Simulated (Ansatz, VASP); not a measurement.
Two plane-wave programs on SnSe

File INCAR:

```
SYSTEM = SnSe
PREC     = Accurate       ! precision mode
ENCUT    = 520            ! plane-wave cutoff, eV
EDIFF    = 1E-7           ! SCF threshold, eV
ISMEAR   = 0              ! smearing method
SIGMA    = 0.1            ! smearing width, eV
LREAL    = .False.        ! projectors in reciprocal space
LASPH    = .True.         ! aspherical terms in the spheres
NELM     = 60             ! most SCF steps
ALGO     = Normal         ! electronic algorithm
ISIF     = 2              ! what is computed and relaxed
LWAVE    = .False.        ! write WAVECAR
LCHARG   = .False.        ! write CHGCAR
GGA      = PE             ! functional
IVDW     = 12             ! dispersion correction
NBANDS   = 17             ! bands
```

The input KPOINTS:

```
regular mesh
0
Gamma
  20 20 20
  0 0 0
```

POSCAR

```
SnSe
1.0
    3.5168869895      0.0000000000      0.0000000000
    0.0000000000      3.5168869895      0.0000000000
    0.0000000000      0.0000000000      3.5168869895
Sn Se
1 1
Direct
    0.0000000000      0.0000000000      0.0000000000
    0.5000000000      0.5000000000      0.5000000000
```

Input for Ansatz:

```yaml
crystal:
  lattice:
    - [3.5168869895, 0.0, 0.0]
    - [0.0, 3.5168869895, 0.0]
    - [0.0, 0.0, 3.5168869895]
  atoms:
    - { symbol: Sn, position: [0.0, 0.0, 0.0] }
    - { symbol: Se, position: [0.5, 0.5, 0.5] }
scf:
  occupations: { method: gaussian, width: 0.1 }
output:
  forces: true
  stress: true
  eigenvalues: true
  write_density: true
  write_potential: true
  elf: true
  volumetric_format: npy
hamiltonian:
  xc: pbe
  dispersion: d3bj
basis:
  ecutwfc: 500
kpoints:
  mp_grid: { grid: [20, 20, 20] }
```

Alike in both runs: task single point; functional PBE; dispersion D3(BJ); k mesh 20 × 20 × 20; occupations gaussian, width 0.1 eV; no spin polarisation.

|  | VASP | Ansatz |
| --- | --- | --- |
| version | VASP 6.6.1 | Ansatz 0.2.0 |
| potentials or method | VASP PAW PBE potentials, release 64 (Sn_d, Se), cutoff 520 eV | scalar-relativistic, plane waves, PAW |
| valence electrons in the cell | 20 | 30 |

```tsv
	VASP	Ansatz	Ansatz less VASP
gap on the k mesh at the Fermi level (eV)	none	none	-
pressure (GPa)	5.6	5.5	-0.03
```

A gap of «none» marks a metal or a gap that the smearing closes. VASP's potentials hold 20 valence electrons a cell and Ansatz's 30, so a difference there can come from the potentials and not from the codes.
